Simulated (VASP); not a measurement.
Input of a VASP 6.6.1 run:

The input POSCAR:

```
Fe
1.0
    0.0000000000      2.4059651392      2.4059651392
    2.4059651392      0.0000000000      2.4059651392
    2.4059651392      2.4059651392      0.0000000000
Fe
2
Direct
    0.1250000000      0.1250000000      0.1250000000
    0.8750000000      0.8750000000      0.8750000000
```

File INCAR.step1:

```
SYSTEM = Fe
PREC     = Accurate       ! precision mode
ENCUT    = 520            ! plane-wave cutoff, eV
ISMEAR   = -1             ! smearing method
SIGMA    = 0.1            ! smearing width, eV
LREAL    = .FALSE.        ! projectors in reciprocal space
LASPH    = .TRUE.         ! aspherical terms in the spheres
NELM     = 80             ! most SCF steps
NBANDS   = 15             ! bands
GGA      = PE             ! functional
ALGO     = Normal         ! electronic algorithm
EDIFF    = 1E-4           ! SCF threshold, eV
LWAVE    = .TRUE.         ! write WAVECAR
LCHARG   = .FALSE.        ! write CHGCAR
```

File INCAR.step2:

```
SYSTEM = Fe
PREC     = Accurate       ! precision mode
ENCUT    = 520            ! plane-wave cutoff, eV
EDIFF    = 1E-6           ! SCF threshold, eV
ISMEAR   = -1             ! smearing method
SIGMA    = 0.1            ! smearing width, eV
LREAL    = .FALSE.        ! projectors in reciprocal space
LASPH    = .TRUE.         ! aspherical terms in the spheres
NELM     = 80             ! most SCF steps
ALGO     = Normal         ! electronic algorithm
ISIF     = 2              ! what is computed and relaxed
LWAVE    = .FALSE.        ! write WAVECAR
LCHARG   = .TRUE.         ! write CHGCAR
METAGGA  = R2SCAN         ! meta-GGA
LMIXTAU  = .TRUE.       
LELF     = .TRUE.         ! ELF
LVHAR    = .TRUE.       
NBANDS   = 15             ! bands
ISTART   = 1
```

The input KPOINTS:

```
Automatic mesh
0
G
  18 18 18
  0 0 0
```

Potentials or basis: VASP PAW PBE potentials, release 64 (Fe).

Run with:

```sh
$ cat potpaw_PBE.64/Fe/POTCAR > POTCAR
$ cp INCAR.step1 INCAR
$ mpirun -np 1 vasp_std > vasp.out
$ cp INCAR.step2 INCAR
$ mpirun -np 1 vasp_std > vasp.out
```

Q: What does it give for the band gap on the k mesh?

A: Zero (band 8 reaches 4.18 eV, above the bottom of band 9 at 3.42 eV).

Q: Predict the pressure.

A: -1.0 GPa.

Caveat: the PAW data sets were made with another functional, which shifts forces and pressure a little; the run has no spin polarisation, though such a crystal can be magnetic. Spin polarisation is off, so any magnetic state and its effect on volume and gap are missing.
